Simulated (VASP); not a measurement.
# Gd (P6_3/mmc) in VASP: notebook

Runs on Gd. Level: LDA. Tasks: density of states, electric field gradients.

Everything below comes from runs of VASP 6.6.1. Logs are shortened: lines on timing, memory, paths and dates and some standing lists are left out, and cuts for length are marked.

**1. The cell of the first run**

It takes space group P6_3/mmc (No. 194, hexagonal). The conventional cell has a = 3.642 Å, b = 3.642 Å, c = 5.902 Å, α = 90.00°, β = 90.00°, γ = 120.00°. Within 4.8 Å of Gd (site symmetry -6m2) lie 12 Gd at 3.62 to 3.64 Å.

**2. Density of states, LDA, collinear spin, ferromagnetic start**

Contents of POSCAR:

```
Gd
1.0
    3.6419325892      0.0000000000      0.0000000000
   -1.8209662946      3.1540061411      0.0000000000
    0.0000000000      0.0000000000      5.9017153000
Gd
2
Direct
    0.3333333333      0.6666666667      0.2500000000
    0.6666666667      0.3333333333      0.7500000000
```

Contents of INCAR.step1:

```
SYSTEM = Gd
  ALGO = Normal
  EDIFF = 1E-6
  ENCUT = 520
  GGA = CA
  ISIF = 2
  ISMEAR = -1
  ISPIN = 2
  LASPH = .TRUE.
  LCHARG = .TRUE.
  LMAXMIX = 6
  LREAL = .FALSE.
  LWAVE = .FALSE.
  MAGMOM = 7 7
  NBANDS = 29
  NELM = 150
  PREC = Accurate
  SIGMA = 0.03
```

Contents of KPOINTS.step1:

```
k-points
0
G
  12 12 6
  0 0 0
```

Contents of INCAR.step2:

```
SYSTEM = Gd
  ALGO = Normal
  EDIFF = 1E-6
  ENCUT = 520
  GGA = CA
  ICHARG = 11
  ISIF = 2
  ISMEAR = -5
  ISPIN = 2
  LASPH = .TRUE.
  LCHARG = .FALSE.
  LMAXMIX = 6
  LORBIT = 11
  LREAL = .FALSE.
  LWAVE = .FALSE.
  MAGMOM = 7 7
  NEDOS = 1001
  NELM = 150
  PREC = Accurate
  SIGMA = 0.03
```

Contents of KPOINTS.step2:

```
k-points
0
G
  18 18 9
  0 0 0
```

Potentials or basis: VASP PAW PBE potentials, release 64 (Gd).

Launch:

```sh
$ cat potpaw_PBE.64/Gd/POTCAR > POTCAR
$ cp INCAR.step1 INCAR
$ cp KPOINTS.step1 KPOINTS
$ mpirun -np 1 vasp_std > vasp.out
$ cp INCAR.step2 INCAR
$ cp KPOINTS.step2 KPOINTS
$ mpirun -np 1 vasp_std > vasp.out
```

OUTCAR:

```text
SYSTEM = Gd
   EDIFF = 1E-6
   ENCUT = 520
   GGA = CA
   ICHARG = 11
   ISIF = 2
   ISMEAR = -5
   ISPIN = 2
   LASPH = .TRUE.
   LORBIT = 11
   LREAL = .FALSE.
   NELM = 150
   PREC = Accurate

 ion  position               nearest neighbor table
   1  0.333  0.667  0.250-
   2  0.667  0.333  0.750-

  LATTYP: Found a hexagonal cell.
 ALAT       =     3.6419325892
 C/A-ratio  =     1.6204899886

  Lattice vectors:

 A1 = (   3.6419325892,   0.0000000000,   0.0000000000)
 A2 = (  -1.8209662946,   3.1540061411,   0.0000000000)
 A3 = (   0.0000000000,   0.0000000000,   5.9017153000)

Analysis of symmetry for initial positions (statically):
=====================================================================
 Subroutine PRICEL returns:
 Original cell was already a primitive cell.

 Routine SETGRP: Setting up the symmetry group for a
 hexagonal supercell.

 Subroutine GETGRP returns: Found 24 space group operations
 (whereof 12 operations were pure point group operations)
 out of a pool of 24 trial point group operations.

The static configuration has the point symmetry D_3d.
 The point group associated with its full space group is D_6h.

Analysis of symmetry for dynamics (positions and initial velocities):
=====================================================================
 Subroutine PRICEL returns:
 Original cell was already a primitive cell.

 Routine SETGRP: Setting up the symmetry group for a
 hexagonal supercell.

 Subroutine GETGRP returns: Found 24 space group operations
 (whereof 12 operations were pure point group operations)
 out of a pool of 24 trial point group operations.

The dynamic configuration has the point symmetry D_3d.
 The point group associated with its full space group is D_6h.

Analysis of structural, dynamic, and magnetic symmetry:
=====================================================================
 Subroutine PRICEL returns:
 Original cell was already a primitive cell.

 Routine SETGRP: Setting up the symmetry group for a
 hexagonal supercell.

 Subroutine GETGRP returns: Found 24 space group operations
 (whereof 12 operations were pure point group operations)
 out of a pool of 24 trial point group operations.

The overall configuration has the point symmetry D_3d.
 The point group associated with its full space group is D_6h.

 Subroutine INISYM returns: Found 24 space group operations
 (whereof 12 operations are pure point group operations),
 and found     1 'primitive' translations

----------------------------------------------------------------------------------------

                                     Primitive cell

  volume of cell :      67.7911

  direct lattice vectors                    reciprocal lattice vectors
     3.641932589  0.000000000  0.000000000     0.274579492  0.158528544  0.000000000
    -1.820966295  3.154006141  0.000000000     0.000000000  0.317057087  0.000000000
     0.000000000  0.000000000  5.901715300     0.000000000  0.000000000  0.169442264

  length of vectors
     3.641932589  3.641932589  5.901715300     0.317057087  0.317057087  0.169442264

  position of ions in fractional coordinates (direct lattice)
     0.333333333  0.666666667  0.250000000
     0.666666667  0.333333333  0.750000000

  ion indices of the primitive-cell ions
   primitive index   ion index
                 1           1
                 2           2

----------------------------------------------------------------------------------------

 KPOINTS: k-points

Automatic generation of k-mesh.
 Grid dimensions read from file:
 generate k-points for:   18   18    9

 Generating k-lattice:

  Cartesian coordinates                     Fractional coordinates (reciprocal lattice)
     0.015254416  0.008807141  0.000000000     0.055555556  0.000000000  0.000000000
     0.000000000  0.017614283  0.000000000     0.000000000  0.055555556  0.000000000
     0.000000000  0.000000000  0.018826918     0.000000000  0.000000000  0.111111111

  Length of vectors
     0.017614283  0.017614283  0.018826918

  Shift w.r.t. Gamma in fractional coordinates (k-lattice)
     0.000000000  0.000000000  0.000000000

 TETIRR: Found   2805 inequivalent tetrahedra from    17496

 Subroutine IBZKPT returns following result:
 ===========================================

 Found    185 irreducible k-points:

 Following reciprocal coordinates:
            Coordinates               Weight
  0.000000  0.000000  0.000000      1.000000
  0.055556  0.000000  0.000000      6.000000
  0.111111  0.000000  0.000000      6.000000
  0.166667  0.000000  0.000000      6.000000
  0.222222  0.000000  0.000000      6.000000
  0.277778  0.000000  0.000000      6.000000
[... 16 lines left out ...]
  0.333333  0.111111  0.000000     12.000000
  0.388889  0.111111  0.000000     12.000000
 [... further k-points ...]
   k-points           NKPTS =    185   k-points in BZ     NKDIM =    185   number of bands    NBANDS=     29
   number of dos      NEDOS =   1001   number of ions     NIONS =      2
   total plane-waves  NPLWV =  37632
   dimension x,y,z NGX =    28 NGY =   28 NGZ =   48
   dimension x,y,z NGXF=    56 NGYF=   56 NGZF=   96
   ions per type =               2
   NGX,Y,Z   is equivalent  to a cutoff of  12.78, 12.78, 13.52 a.u.
   NGXF,Y,Z  is equivalent  to a cutoff of  25.56, 25.56, 27.04 a.u.
 SYSTEM =  Gd
   PREC   = accura    normal or accurate (medium, high low for compatibility)
   ISTART =      0    job   : 0-new  1-cont  2-samecut
   ICHARG =     11    charge: 1-file 2-atom 10-const
   ISPIN  =      2    spin polarized calculation?
   LNONCOLLINEAR =      F non collinear calculations
   LSORBIT =      F    spin-orbit coupling
   LASPH  =      T    aspherical Exc in radial PAW
   ENCUT  =  520.0 eV  38.22 Ry    6.18 a.u.   6.77  6.77 10.97*2*pi/ulx,y,z
   NELM   =    150;   NELMIN=  2; NELMDL=  0     # of ELM steps
   EDIFF  = 0.1E-05   stopping-criterion for ELM
   LREAL  =      F    real-space projection
   EDIFFG = 0.1E-04   stopping-criterion for IOM
   NSW    =      0    number of steps for IOM
   IBRION =     -1    ionic relax: 0-MD 1-quasi-New 2-CG
   NFREE  =      0    steps in history (QN), initial steepest desc. (CG)
   ISIF   =      2    stress and relaxation
   ISYM   =      2    0-nonsym 1-usesym 2-fastsym
   POTIM  = 0.5000    time-step for ionic-motion
   TEBEG  =    0.0;   TEEND  =   0.0 temperature during run
   PSTRESS=    0.0 pullay stress
   NELECT =      36.0000    total number of electrons
   NUPDOWN=      -1.0000    fix difference up-down
   EMIN   =  10.00;   EMAX   =-10.00  energy-range for DOS
   EFERMI =   0.00;   METHOD = LEGACY
   ISMEAR =    -5;   SIGMA  =   0.03  broadening in eV -4-tet -1-fermi 0-gaus
   EFERMI_NEDOS =   21; number of points for ismear=-14 and -15
   IALGO  =     38    algorithm
   IMIX   =      4    mixing-type and parameters
     AMIX     =   0.40;   BMIX     =  1.00
     AMIX_MAG =   1.60;   BMIX_MAG =  1.00
  volume/ion in A,a.u.               =      33.90       228.74
  Fermi-wavevector in a.u.,A,eV,Ry     =   1.325719  2.505245 23.912654  1.757530
  Thomas-Fermi vector in A             =   2.455159
   LORBIT       =     11    0 simple, 1 ext, 2 COOP (PROOUT), +10 PAW based schemes
   GGA     = CA    functional components
   LHFCALC =     F    Hartree Fock is set to
   AEXX    =    0.0000 exact exchange contribution
   IVDW    =     0    specifies the selected vdW correction
   LEPSILON=     F    determine dielectric tensor
   LRPA    =     F    only Hartree local field effects (RPA)
 spin polarized calculation
 Fermi weights with tetrahedron method with Bloechl corrections
  energy-cutoff  :      520.00
  volume of cell :       67.79
 maximum number of plane-waves:      1846
 NGX is ok and might be reduce to    28

 number of electron      36.0000008 magnetization      14.9255453

 Free energy of the ion-electron system (eV)
  ---------------------------------------------------
  ext. energy  EPLUGINS =         0.00000000
  ---------------------------------------------------
  free energy    TOTEN  =       -23.19550130 eV

  energy without entropy =      -23.19550130  energy(sigma->0) =      -23.19550130

 E-fermi :   2.5425     XC(G=0): -10.1377

 val. band max:        2.6423870369   @ k =   0.3333   0.3333   0.0000
 cond. band min:       2.5193450060   @ k =   0.3333   0.3333   0.4444
 fundamental gap:     -0.1230420309
 Fermi energy:         2.5424611915

 spin component 1

 k-point     1 :       0.0000    0.0000    0.0000
  band No.  band energies     occupation
      1     -42.2601      1.00000
      2     -42.1995      1.00000
      3     -20.1758      1.00000
      4     -19.5976      1.00000
      5     -19.5976      1.00000
      6     -19.5049      1.00000
[... 21 lines left out ...]
     28       3.9533      0.00000
     29       4.5203      0.00000

 k-point     2 :       0.0556    0.0000    0.0000
  band No.  band energies     occupation
      1     -42.2585      1.00000
      2     -42.1988      1.00000
      3     -20.1692      1.00000
      4     -19.6130      1.00000
      5     -19.6025      1.00000
      6     -19.5210      1.00000
[... 21 lines left out ...]
     28       4.1666      0.00000
     29       4.5174      0.00000

 k-point     3 :       0.1111    0.0000    0.0000
  band No.  band energies     occupation
      1     -42.2541      1.00000
      2     -42.1967      1.00000
      3     -20.1500      1.00000
      4     -19.6573      1.00000
      5     -19.6165      1.00000
      6     -19.5669      1.00000
[... 638 lines left out ...]
      5     -19.9199      1.00000
      6     -19.7556      1.00000
[... 21 lines left out ...]
     28       3.9134      0.00000
     29       3.9974      0.00000

 k-point    24 :       0.3889    0.1111    0.0000
  band No.  band energies     occupation
      1     -42.2021      1.00000
      2     -42.1822      1.00000
      3     -20.0704      1.00000
      4     -19.9664      1.00000
      5     -19.8813      1.00000
      6     -19.7739      1.00000
[... 21 lines left out ...]
     28       3.7303      0.00000
     29       4.2361      0.00000

 [... further k-points ...]

 spin component 2

 k-point     1 :       0.0000    0.0000    0.0000
  band No.  band energies     occupation
      1     -39.3516      1.00000
      2     -39.2761      1.00000
      3     -18.0865      1.00000
      4     -17.3759      1.00000
      5     -17.3758      1.00000
      6     -17.2660      1.00000
[... 21 lines left out ...]
     28       4.9708      0.00000
     29       5.5663      0.00000

 k-point     2 :       0.0556    0.0000    0.0000
  band No.  band energies     occupation
      1     -39.3497      1.00000
      2     -39.2752      1.00000
      3     -18.0785      1.00000
      4     -17.3948      1.00000
      5     -17.3819      1.00000
      6     -17.2859      1.00000
[... 21 lines left out ...]
     28       5.1876      0.00000
     29       5.5574      0.00000

 k-point     3 :       0.1111    0.0000    0.0000
  band No.  band energies     occupation
      1     -39.3441      1.00000
      2     -39.2726      1.00000
      3     -18.0552      1.00000
      4     -17.4493      1.00000
      5     -17.3990      1.00000
      6     -17.3424      1.00000
[... 638 lines left out ...]
      5     -17.7746      1.00000
      6     -17.5681      1.00000
[... 21 lines left out ...]
     28       4.9054      0.00000
     29       4.9701      0.00000

 k-point    24 :       0.3889    0.1111    0.0000
  band No.  band energies     occupation
      1     -39.2793      1.00000
      2     -39.2544      1.00000
      3     -17.9543      1.00000
      4     -17.8248      1.00000
      5     -17.7275      1.00000
      6     -17.5904      1.00000
[... 21 lines left out ...]
     28       4.7181      0.00000
     29       5.2028      0.00000

 [... further k-points ...]
[... 5 lines left out ...]
  --------------------------------------------------------------------------------------
  -------------------------------------------------------------------------------------
  Total       -2.5310075     -2.5310075     -2.8812347      0.0000000      0.0000000      0.0000000
  in kB      -59.8179210    -59.8179210    -68.0952045      0.0000000      0.0000000      0.0000000
  external PRESSURE =     -62.5770155 kB  Pullay stress =       0.0000000 kB

 VOLUME and BASIS-vectors are now :
 -----------------------------------------------------------------------------
  energy-cutoff  :      520.00
  volume of cell :       67.79
      direct lattice vectors                 reciprocal lattice vectors
     3.641932589  0.000000000  0.000000000     0.274579492  0.158528544  0.000000000
    -1.820966295  3.154006141  0.000000000     0.000000000  0.317057087  0.000000000
     0.000000000  0.000000000  5.901715300     0.000000000  0.000000000  0.169442264

 POSITION                                       TOTAL-FORCE (eV/Angst)
 -----------------------------------------------------------------------------------
     -0.00000      2.10267      1.47543         0.000000      0.000000      0.000000
      1.82097      1.05134      4.42629        -0.000000     -0.000000      0.000000
 -----------------------------------------------------------------------------------
    total drift:                               -0.000000      0.000000     -0.000000

  FREE ENERGIE OF THE ION-ELECTRON SYSTEM (eV)
  ---------------------------------------------------
  free  energy   TOTEN  =       -23.1955012979 eV

  energy  without entropy=      -23.1955012979  energy(sigma->0) =      -23.19550130

 total charge

# of ion       s       p       d       f       tot
--------------------------------------------------
    1        2.071   5.530   0.557   7.018  15.176
    2        2.071   5.530   0.557   7.018  15.176
--------------------------------------------------
tot          4.141  11.060   1.115  14.035  30.352

 magnetization (x)

# of ion       s       p       d       f       tot
--------------------------------------------------
    1        0.005  -0.035   0.192   6.771   6.933
    2        0.005  -0.035   0.192   6.771   6.933
--------------------------------------------------
tot          0.009  -0.070   0.384  13.542  13.865
```

It took 11 min on 1 thread of Intel Xeon 6975P-C (Granite Rapids), shared host; peak memory 0.59 GiB.

What came out:

| Quantity | Value |
| --- | --- |
| Net moment | 14.93 μB per cell |
| Site moments | Gd +6.93 μB |
| Valence electrons inside the program's atomic spheres | Gd 15.18 |

Levels at points of the mesh, in eV from the Fermi level:
Spin up:
```csv
k point,band 23,band 24,band 25,band 26,band 27,band 28,band 29
"(0.00, 0.00, 0.00)",-4.38,-2.33,1.05,1.40,1.40,1.41,1.98
"(0.50, 0.00, 0.00)",-1.96,-1.60,-1.20,0.10,1.11,1.20,1.72
```
Spin down:
```
           k point  band 6  band 7  band 8  band 9  band 10  band 11  band 12  band 13  band 14  band 15
(0.00, 0.00, 0.00)  -19.81  -19.81  -19.81   -4.19    -1.56     0.18     0.22     0.26     0.34     0.34
(0.50, 0.00, 0.00)  -20.10  -20.00  -19.91   -1.18    -0.88    -0.55     0.22     0.28     0.33     0.33
```

Caveat: the PAW data sets were made with another functional, which shifts forces and pressure a little; spin-orbit coupling is left out, which moves the levels of the heavy elements; tetrahedron occupations give inexact forces and stress in metals. The state reached can hang on the start; a lower one may exist.

(Continued in part 2 of 3.)
